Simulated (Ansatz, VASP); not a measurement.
Two plane-wave programs on NaF

```xyz
2
Lattice="0.0000 2.1287 2.7674 2.1287 0.0000 2.7674 2.1287 2.1287 0.0000" Properties=species:S:1:pos:R:3 pbc="T T T"
Na    0.0000    0.0000    0.0000
F     2.1287    2.1287    2.7674
```

Alike in both runs: task single point; functional PBEsol; k mesh 10 × 10 × 10; occupations gaussian, width 0.05 eV; no spin polarisation.

```csv
,VASP,Ansatz
version,VASP 6.6.1,Ansatz 0.2.0
potentials or method,"VASP PAW PBE potentials, release 64 (Na_pv, F), cutoff 520 eV","scalar-relativistic, plane waves, PAW"
valence electrons in the cell,14,16
```

|  | VASP | Ansatz | Ansatz less VASP |
| --- | --- | --- | --- |
| gap on the k mesh at the Fermi level (eV) | 6.00 | 6.03 | +0.029 |
| least direct gap on the mesh (eV) | 6.00 | 6.03 | +0.029 |
| pressure (GPa) | 6.8 | 6.6 | -0.20 |
| traceless stress, the component that is largest in VASP (GPa) | -11.28 | -10.78 | +0.501 |

VASP's potentials were made for PBE, not for PBEsol. With one functional, cell and mesh, what is left measures potentials, basis and numerics. VASP's potentials hold 14 valence electrons a cell and Ansatz's 16, so a difference there can come from the potentials and not from the codes.
